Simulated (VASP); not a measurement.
Wanted: the native input for a VASP 6.6.1 run.

```
Task                   : single point
Functional             : r2SCAN
Potentials or basis    : VASP PAW PBE potentials, release 64 (Hf_pv)
Cutoff                 : 520 eV
k mesh                 : 11 × 11 × 6
Occupations            : gaussian, width 0.1 eV
Spin                   : no spin polarisation
Dipole correction      : no
Further INCAR settings : ALGO = Normal; EDIFF = 1e-06; NBANDS = 17
```

Crystal: Hf.

```
CELL_PARAMETERS angstrom
3.19873 0.00000 0.00000
-1.59937 2.77018 0.00000
0.00000 0.00000 5.05050
ATOMIC_POSITIONS crystal
Hf 0.33333 0.66667 0.25000
Hf 0.66667 0.33333 0.75000
```

One way to write it, as run:

POSCAR

```
Hf
1.0
    3.1987335297      0.0000000000      0.0000000000
   -1.5993667648      2.7701844966      0.0000000000
    0.0000000000      0.0000000000      5.0505021987
Hf
2
Direct
    0.3333333333      0.6666666667      0.2500000000
    0.6666666667      0.3333333333      0.7500000000
```

INCAR.step1

```
PREC = Accurate
ENCUT = 520
ISMEAR = 0
SIGMA = 0.1
LREAL = F
LASPH = T
NELM = 100
NBANDS = 17
GGA = PE
ALGO = Normal
EDIFF = 1E-4
LWAVE = T
LCHARG = F
```

INCAR.step2

```
PREC = Accurate
ENCUT = 520
EDIFF = 1E-6
ISMEAR = 0
SIGMA = 0.1
LREAL = F
LASPH = T
NELM = 100
ALGO = Normal
ISIF = 2
LWAVE = F
LCHARG = T
METAGGA = R2SCAN
LMIXTAU = T
LELF = T
LVHAR = T
NBANDS = 17
ISTART = 1
```

KPOINTS

```
Automatic mesh
0
Gamma
  11 11 6
```

Potentials or basis: VASP PAW PBE potentials, release 64 (Hf_pv).

Command:

```console
$ cat potpaw_PBE.64/Hf_pv/POTCAR > POTCAR
$ cp INCAR.step1 INCAR
$ mpirun -np 1 vasp_std > vasp.out
$ cp INCAR.step2 INCAR
$ mpirun -np 1 vasp_std > vasp.out
```

It gave:

```
Pressure               : -0.5 GPa
Band gap on the k mesh : zero (bands 10 and 11 overlap by 1.70 eV)
```

Caveat: the PAW data sets were made with another functional, which shifts forces and pressure a little; spin-orbit coupling is left out, which moves the levels of the heavy elements.

Run time: 99 s on 1 thread of AMD EPYC 9R45 96-Core Processor (Zen 5), with other jobs on the host, peak memory 0.16 GiB.
